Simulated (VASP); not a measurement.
# AlN (Pm) in VASP: notebook

The runs below take AlN through single point, with PBE.

Program: VASP 6.6.1. These are calculated values, not measurements. Logs are shortened: lines on timing, memory, paths and dates and some standing lists are left out, and cuts for length are marked.

### 1 The cell of the first run

It takes space group Pm (No. 6, monoclinic). Conventional cell: a = 3.313 Å, b = 4.187 Å, c = 5.739 Å, α = 90.00°, β = 90.00°, γ = 90.00°. Within 2.1 Å of Al (site symmetry m) lie 2 N at 1.54 to 1.79 Å. Within 2.5 Å of Al (site symmetry m) lie 5 N at 1.91 to 2.09 Å. Within 2.5 Å of Al (site symmetry m) lie 5 N at 1.91 to 2.09 Å. Al (site symmetry m) has 5 N at 1.91 to 2.09 Å within 2.5 Å. N (site symmetry m) has 5 Al at 1.91 to 2.24 Å within 2.5 Å. N (site symmetry m) has 5 Al at 1.91 to 2.09 Å within 2.5 Å. N (site symmetry m) has 5 Al at 1.54 to 2.09 Å within 2.1 Å. Within 2.5 Å of N (site symmetry m) lie 4 Al at 1.91 to 2.09 Å.

### 2 Single point, PBE (atom 1 (Al) moved by +0.630 Å along [1 0 0] and +0.504 Å along [1 2 0])

Input file INCAR:

```
ALGO = Normal
EDIFF = 1E-6
ENCUT = 520
GGA = PE
ISIF = 2
ISMEAR = 0
LASPH = T
LCHARG = F
LREAL = F
LWAVE = F
NBANDS = 26
NELM = 60
PREC = Accurate
SIGMA = 0.05
```

Input file KPOINTS:

```
k-points
0
Gamma
  8 6 4
```

Input file POSCAR:

```
AlN
1.0
   -1.6567491617      2.8695737234      0.0000000000
    0.0000000000      0.0000000000      4.1874629526
    4.9702474850      2.8695737234      0.0000000000
Al N
4 4
Direct
    0.5366611936      0.7500000000      0.3056413161
    0.0000000000      0.7500000000      0.6666666667
    0.0000000000      0.2500000000      0.3333333333
    0.5000000000      0.2500000000      0.8333333333
    0.5000000000      0.2500000000      0.1666666667
    0.0000000000      0.2500000000      0.6666666667
    0.0000000000      0.7500000000      0.3333333333
    0.5000000000      0.7500000000      0.8333333333
```

Potentials or basis: VASP PAW PBE potentials, release 64 (Al, N).

The run is started by

```bash
$ cat potpaw_PBE.64/Al/POTCAR potpaw_PBE.64/N/POTCAR > POTCAR
$ mpirun -np 1 vasp_std > vasp.out
```

OUTCAR:

```text
EDIFF = 1E-6
   ENCUT = 520
   GGA = PE
   ISIF = 2
   ISMEAR = 0
   LASPH = T
   LREAL = F
   NELM = 60
   PREC = Accurate

 ion  position               nearest neighbor table
   1  0.537  0.750  0.306-   7 1.54   7 1.79   5 2.24   5 2.24   2 2.58   3 2.60   3 2.60   2 2.73
                             3 2.75   3 2.75
   2  0.000  0.750  0.667-   8 1.91   8 1.91   7 1.91   6 2.09   6 2.09   1 2.58   1 2.73   4 2.84
                             4 2.84   4 2.84   4 2.84   3 2.84   3 2.84
   3  0.000  0.250  0.333-   5 1.91   5 1.91   6 1.91   7 2.09   7 2.09   1 2.60   1 2.60   1 2.75
                             1 2.75   2 2.84   2 2.84   4 3.31   4 3.31   4 3.31   4 3.31
   4  0.500  0.250  0.833-   6 1.91   6 1.91   5 1.91   8 2.09   8 2.09   2 2.84   2 2.84   2 2.84
                             2 2.84   3 3.31   3 3.31   3 3.31   3 3.31
   5  0.500  0.250  0.167-   3 1.91   3 1.91   4 1.91   1 2.24   1 2.24
   6  0.000  0.250  0.667-   4 1.91   4 1.91   3 1.91   2 2.09   2 2.09
   7  0.000  0.750  0.333-   1 1.54   1 1.79   2 1.91   3 2.09   3 2.09
   8  0.500  0.750  0.833-   2 1.91   2 1.91   4 2.09   4 2.09

  LATTYP: Found a simple orthorhombic cell.
 ALAT       =     3.3134983233
 B/A-ratio  =     1.2637588868
 C/A-ratio  =     1.7320508076

  Lattice vectors:

 A1 = (  -1.6567491617,   2.8695737234,   0.0000000000)
 A2 = (   0.0000000000,   0.0000000000,   4.1874629526)
 A3 = (   4.9702474850,   2.8695737234,   0.0000000000)

Analysis of symmetry for initial positions (statically):
=====================================================================
 Subroutine PRICEL returns:
 Original cell was already a primitive cell.

 Routine SETGRP: Setting up the symmetry group for a
 simple orthorhombic supercell.

 Subroutine GETGRP returns: Found  2 space group operations
 (whereof  1 operations were pure point group operations)
 out of a pool of  8 trial point group operations.

The static configuration has the point symmetry C_1 .
 The point group associated with its full space group is C_1h.

Analysis of symmetry for dynamics (positions and initial velocities):
=====================================================================
 Subroutine PRICEL returns:
 Original cell was already a primitive cell.

 Routine SETGRP: Setting up the symmetry group for a
 simple orthorhombic supercell.

 Subroutine GETGRP returns: Found  2 space group operations
 (whereof  1 operations were pure point group operations)
 out of a pool of  8 trial point group operations.

The dynamic configuration has the point symmetry C_1 .
 The point group associated with its full space group is C_1h.

 Subroutine INISYM returns: Found  2 space group operations
 (whereof  1 operations are pure point group operations),
 and found     1 'primitive' translations

----------------------------------------------------------------------------------------

                                     Primitive cell

  volume of cell :      79.6315

  direct lattice vectors                    reciprocal lattice vectors
    -1.656749162  2.869573723  0.000000000    -0.150897919  0.261362862  0.000000000
     0.000000000  0.000000000  4.187462953     0.000000000  0.000000000  0.238808083
     4.970247485  2.869573723  0.000000000     0.150897919  0.087120954  0.000000000

  length of vectors
     3.313498323  4.187462953  5.739147447     0.301795837  0.238808083  0.174241908

  position of ions in fractional coordinates (direct lattice)
     0.536661194  0.750000000  0.305641316
     0.000000000  0.750000000  0.666666667
     0.000000000  0.250000000  0.333333333
     0.500000000  0.250000000  0.833333333
     0.500000000  0.250000000  0.166666667
     0.000000000  0.250000000  0.666666667
     0.000000000  0.750000000  0.333333333
     0.500000000  0.750000000  0.833333333

  ion indices of the primitive-cell ions
   primitive index   ion index
                 1           1
                 2           2
                 3           3
                 4           4
                 5           5
                 6           6
                 7           7
                 8           8

----------------------------------------------------------------------------------------

 KPOINTS: k-points

Automatic generation of k-mesh.
 Grid dimensions read from file:
 generate k-points for:    8    6    4

 Generating k-lattice:

  Cartesian coordinates                     Fractional coordinates (reciprocal lattice)
    -0.018862240  0.032670358  0.000000000     0.125000000  0.000000000  0.000000000
     0.000000000  0.000000000  0.039801347     0.000000000  0.166666667  0.000000000
     0.037724480  0.021780238  0.000000000     0.000000000  0.000000000  0.250000000

  Length of vectors
     0.037724480  0.039801347  0.043560477

  Shift w.r.t. Gamma in fractional coordinates (k-lattice)
     0.000000000  0.000000000  0.000000000

 Subroutine IBZKPT returns following result:
 ===========================================

 Found     72 irreducible k-points:

 Following reciprocal coordinates:
            Coordinates               Weight
  0.000000  0.000000  0.000000      1.000000
  0.125000  0.000000 -0.000000      2.000000
  0.250000  0.000000 -0.000000      2.000000
  0.375000  0.000000 -0.000000      2.000000
  0.500000  0.000000 -0.000000      1.000000
  0.000000  0.166667  0.000000      2.000000
[... 16 lines left out ...]
  0.125000  0.000000 -0.250000      2.000000
  0.250000  0.000000  0.250000      2.000000
 [... further k-points ...]
   k-points           NKPTS =     72   k-points in BZ     NKDIM =     72   number of bands    NBANDS=     26
   number of dos      NEDOS =    301   number of ions     NIONS =      8
   total plane-waves  NPLWV =  43008
   dimension x,y,z NGX =    28 NGY =   32 NGZ =   48
   dimension x,y,z NGXF=    56 NGYF=   64 NGZF=   96
   ions per type =               4   4
   NGX,Y,Z   is equivalent  to a cutoff of  14.05, 12.70, 13.90 a.u.
   NGXF,Y,Z  is equivalent  to a cutoff of  28.10, 25.41, 27.81 a.u.
 SYSTEM =  unknown system
   PREC   = accura    normal or accurate (medium, high low for compatibility)
   ISTART =      0    job   : 0-new  1-cont  2-samecut
   ICHARG =      2    charge: 1-file 2-atom 10-const
   ISPIN  =      1    spin polarized calculation?
   LNONCOLLINEAR =      F non collinear calculations
   LSORBIT =      F    spin-orbit coupling
   LASPH  =      T    aspherical Exc in radial PAW
   ENCUT  =  520.0 eV  38.22 Ry    6.18 a.u.   6.16  7.79 10.67*2*pi/ulx,y,z
   NELM   =     60;   NELMIN=  2; NELMDL= -5     # of ELM steps
   EDIFF  = 0.1E-05   stopping-criterion for ELM
   LREAL  =      F    real-space projection
   EDIFFG = 0.1E-04   stopping-criterion for IOM
   NSW    =      0    number of steps for IOM
   IBRION =     -1    ionic relax: 0-MD 1-quasi-New 2-CG
   NFREE  =      0    steps in history (QN), initial steepest desc. (CG)
   ISIF   =      2    stress and relaxation
   ISYM   =      2    0-nonsym 1-usesym 2-fastsym
   POTIM  = 0.5000    time-step for ionic-motion
   TEBEG  =    0.0;   TEEND  =   0.0 temperature during run
   PSTRESS=    0.0 pullay stress
   NELECT =      32.0000    total number of electrons
   NUPDOWN=      -1.0000    fix difference up-down
   EMIN   =  10.00;   EMAX   =-10.00  energy-range for DOS
   EFERMI =   0.00;   METHOD = LEGACY
   ISMEAR =     0;   SIGMA  =   0.05  broadening in eV -4-tet -1-fermi 0-gaus
   EFERMI_NEDOS =   21; number of points for ismear=-14 and -15
   IALGO  =     38    algorithm
   IMIX   =      4    mixing-type and parameters
     AMIX     =   0.40;   BMIX     =  1.00
     AMIX_MAG =   1.60;   BMIX_MAG =  1.00
  volume/ion in A,a.u.               =       9.95        67.17
  Fermi-wavevector in a.u.,A,eV,Ry     =   1.208082  2.282944 19.857191  1.459462
  Thomas-Fermi vector in A             =   2.343701
   LORBIT       =      0    0 simple, 1 ext, 2 COOP (PROOUT), +10 PAW based schemes
   GGA     = PE    functional components
   LHFCALC =     F    Hartree Fock is set to
   AEXX    =    0.0000 exact exchange contribution
   IVDW    =     0    specifies the selected vdW correction
   LEPSILON=     F    determine dielectric tensor
   LRPA    =     F    only Hartree local field effects (RPA)
 non-spin polarized calculation
 Gauss-broadening in eV      SIGMA  =   0.05
  energy-cutoff  :      520.00
  volume of cell :       79.63
 maximum number of plane-waves:      2174
 NGX is ok and might be reduce to    28
   NGX = 13   NGY = 15   NGZ = 21

 number of electron      31.9999994 magnetization

 Free energy of the ion-electron system (eV)
  ---------------------------------------------------
  ext. energy  EPLUGINS =         0.00000000
  ---------------------------------------------------
  free energy    TOTEN  =       -54.60581429 eV

  energy without entropy =      -54.60581429  energy(sigma->0) =      -54.60581429

 E-fermi :   8.2773     XC(G=0): -11.1428

 val. band max:        7.9864168291   @ k =   0.0000   0.0000   0.0000
 cond. band min:       9.8595152885   @ k =   0.0000   0.0000   0.0000
 fundamental gap:      1.8730984595
 Fermi energy:         8.2773264132

 k-point     1 :       0.0000    0.0000    0.0000
  band No.  band energies     occupation
      1      -9.5952      2.00000
      2      -7.2077      2.00000
      3      -6.1158      2.00000
      4      -4.7378      2.00000
      5       0.5874      2.00000
      6       1.2376      2.00000
[... 18 lines left out ...]
     25      16.8394      0.00000
     26      18.1718      0.00000

 k-point     2 :       0.1250    0.0000   -0.0000
  band No.  band energies     occupation
      1      -9.4729      2.00000
      2      -7.1061      2.00000
      3      -6.1178      2.00000
      4      -4.7511      2.00000
      5       0.7202      2.00000
      6       1.0618      2.00000
[... 18 lines left out ...]
     25      17.1395      0.00000
     26      17.9965      0.00000

 k-point     3 :       0.2500    0.0000   -0.0000
  band No.  band energies     occupation
      1      -9.1360      2.00000
      2      -6.8342      2.00000
      3      -6.1644      2.00000
      4      -4.8184      2.00000
      5       0.5778      2.00000
      6       1.0976      2.00000
[... 18 lines left out ...]
     25      17.3681      0.00000
     26      18.0888      0.00000

 k-point     4 :       0.3750    0.0000   -0.0000
  band No.  band energies     occupation
      1      -8.7040      2.00000
      2      -6.5568      2.00000
      3      -6.2564      2.00000
      4      -4.9650      2.00000
      5       0.2059      2.00000
      6       1.6235      2.00000
[... 18 lines left out ...]
     25      16.8389      0.00000
     26      18.5470      0.00000

 k-point     5 :       0.5000    0.0000   -0.0000
  band No.  band energies     occupation
      1      -8.4716      2.00000
      2      -6.5770      2.00000
      3      -6.1776      2.00000
      4      -5.0714      2.00000
      5       0.1085      2.00000
      6       1.8447      2.00000
[... 18 lines left out ...]
     25      16.5771      0.00000
     26      18.6314      0.00000

 k-point     6 :       0.0000    0.1667    0.0000
  band No.  band energies     occupation
      1      -9.4628      2.00000
      2      -7.1645      2.00000
      3      -6.2111      2.00000
      4      -4.9841      2.00000
      5       0.6382      2.00000
      6       1.2230      2.00000
[... 427 lines left out ...]
 k-point    21 :       0.0000    0.0000    0.2500
  band No.  band energies     occupation
      1      -9.5278      2.00000
      2      -7.4344      2.00000
      3      -6.0336      2.00000
      4      -4.6626      2.00000
      5       0.6826      2.00000
      6       1.5623      2.00000
[... 18 lines left out ...]
     25      16.3242      0.00000
     26      17.9155      0.00000

 k-point    22 :       0.1250    0.0000    0.2500
  band No.  band energies     occupation
      1      -9.4083      2.00000
      2      -7.3270      2.00000
      3      -6.0314      2.00000
      4      -4.6872      2.00000
      5       0.8128      2.00000
      6       1.3390      2.00000
[... 18 lines left out ...]
     25      17.0938      0.00000
     26      17.6055      0.00000

 k-point    23 :       0.1250    0.0000   -0.2500
  band No.  band energies     occupation
      1      -9.4091      2.00000
      2      -7.3221      2.00000
      3      -6.0373      2.00000
      4      -4.6868      2.00000
      5       0.8111      2.00000
      6       1.3684      2.00000
[... 18 lines left out ...]
     25      17.1090      0.00000
     26      17.6860      0.00000

 k-point    24 :       0.2500    0.0000    0.2500
  band No.  band energies     occupation
      1      -9.0824      2.00000
      2      -7.0301      2.00000
      3      -6.0663      2.00000
      4      -4.7931      2.00000
      5       0.7206      2.00000
      6       1.1790      2.00000
[... 18 lines left out ...]
     25      17.0905      0.00000
     26      18.1040      0.00000

 [... further k-points ...]

------------------------ aborting loop because EDIFF is reached ----------------------------------------

  FORCE on cell =-STRESS in cart. coord.  units (eV):
  Direction    XX          YY          ZZ          XY          YZ          ZX
  --------------------------------------------------------------------------------------
  -------------------------------------------------------------------------------------
  Total        2.9815922     16.8093678      0.8977089     -8.5762073      0.0000000      0.0000000
  in kB       59.9892884    338.2025256     18.0617997   -172.5522933      0.0000000      0.0000000
  external PRESSURE =     138.7512046 kB  Pullay stress =       0.0000000 kB

 VOLUME and BASIS-vectors are now :
 -----------------------------------------------------------------------------
  energy-cutoff  :      520.00
  volume of cell :       79.63
      direct lattice vectors                 reciprocal lattice vectors
    -1.656749162  2.869573723  0.000000000    -0.150897919  0.261362862  0.000000000
     0.000000000  0.000000000  4.187462953     0.000000000  0.000000000  0.238808083
     4.970247485  2.869573723  0.000000000     0.150897919  0.087120954  0.000000000

 POSITION                                       TOTAL-FORCE (eV/Angst)
 -----------------------------------------------------------------------------------
      0.63000      2.41705      3.14060        -0.289390    -10.833366      0.000000
      3.31350      1.91305      3.14060         2.814272      1.925540      0.000000
      1.65675      0.95652      1.04687        -1.043769     -0.059589      0.000000
      3.31350      3.82610      1.04687         0.719892      0.413159      0.000000
      0.00000      1.91305      1.04687         2.231662      1.498254      0.000000
      3.31350      1.91305      1.04687        -0.874083     -0.503861      0.000000
      1.65675      0.95652      3.14060        -1.993087      8.416829      0.000000
      3.31350      3.82610      3.14060        -1.565496     -0.856966      0.000000
 -----------------------------------------------------------------------------------
    total drift:                               -0.000037     -0.000139      0.000000

  FREE ENERGIE OF THE ION-ELECTRON SYSTEM (eV)
  ---------------------------------------------------
  free  energy   TOTEN  =       -54.6058142920 eV

  energy  without entropy=      -54.6058142920  energy(sigma->0) =      -54.60581429
```

Wall time 60 s (1 thread of Intel Xeon 6975P-C (Granite Rapids), shared host); peak memory 0.25 GiB.

What came out:

* Free energy: -54.6058 eV
* Pressure: 13.9 GPa
* Largest force: 10.837 eV/Å
* Band gap on the k mesh: 1.87 eV, direct

Forces on the atoms (eV/Å):
```
Al   -0.289 -10.833   0.000
Al    2.814   1.926   0.000
Al   -1.044  -0.060   0.000
Al    0.720   0.413   0.000
N     2.232   1.498   0.000
N    -0.874  -0.504   0.000
N    -1.993   8.417   0.000
N    -1.565  -0.857   0.000
```

Stress tensor (GPa, compression positive):
```
  6.00 -17.26   0.00
-17.26  33.82   0.00
  0.00   0.00   1.81
```

Caveat: the cell differs from its parent crystal (atom 1 (Al) moved by +0.630 Å along [1 0 0] and +0.504 Å along [1 2 0]); forces of over 1 eV/Å act on the atoms, so gaps and moduli don't describe the material at rest. A k mesh can miss the band edges.

(Continued in part 2 of 2.)
